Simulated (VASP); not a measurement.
A run of VASP 6.6.1:

Contents of POSCAR:

```
MgS
1.0
    3.5710172953      0.0000000000      0.0000000000
   -1.7855086476      3.0925916951      0.0000000000
    0.0000000000      0.0000000000      6.0218646301
Mg S
2 2
Direct
    0.0000000000      0.0000000000      0.0000000000
    0.0000000000      0.0000000000      0.5000000000
    0.3333333333      0.6666666667      0.2500000000
    0.6666666667      0.3333333333      0.7500000000
```

The input INCAR.step1:

```
SYSTEM = MgS
ALGO = Normal ; EDIFF = 1E-5
ENCUT = 660 ; GGA = PE
GGA_COMPAT = .FALSE. ; ISMEAR = 0
LASPH = .TRUE. ; LCHARG = .FALSE.
LREAL = .FALSE. ; LWAVE = .TRUE.
NBANDS = 24 ; NELM = 120
PREC = Accurate ; SIGMA = 0.01
```

The input INCAR.step2:

```
SYSTEM = MgS
ALGO = Normal ; EDIFF = 1E-6
ENCUT = 660 ; GGA_COMPAT = .FALSE.
ISIF = 2 ; ISMEAR = 0
ISTART = 1 ; LASPH = .TRUE.
LCHARG = .FALSE. ; LMIXTAU = .TRUE.
LREAL = .FALSE. ; LWAVE = .FALSE.
METAGGA = R2SCAN ; NBANDS = 24
NELM = 120 ; PREC = Accurate
SIGMA = 0.01
```

KPOINTS

```
k-points
0
G
  6 6 4
  0 0 0
```

Potentials or basis: VASP PAW PBE potentials, release 64 (Mg_sv, S).

The run is started by

```bash
$ cat potpaw_PBE.64/Mg_sv/POTCAR potpaw_PBE.64/S/POTCAR > POTCAR
$ cp INCAR.step1 INCAR
$ mpirun -np 1 vasp_std > vasp.out
$ cp INCAR.step2 INCAR
$ mpirun -np 1 vasp_std > vasp.out
```

Hardware: 1 thread of AMD EPYC 9R45 96-Core Processor (Zen 5), on a shared host.

Question: How long does it take, and how much memory?

Answer: It took 2.7 min on 1 thread of AMD EPYC 9R45 96-Core Processor (Zen 5) (shared host), peak memory 0.2 GiB. Counts: k points 21.
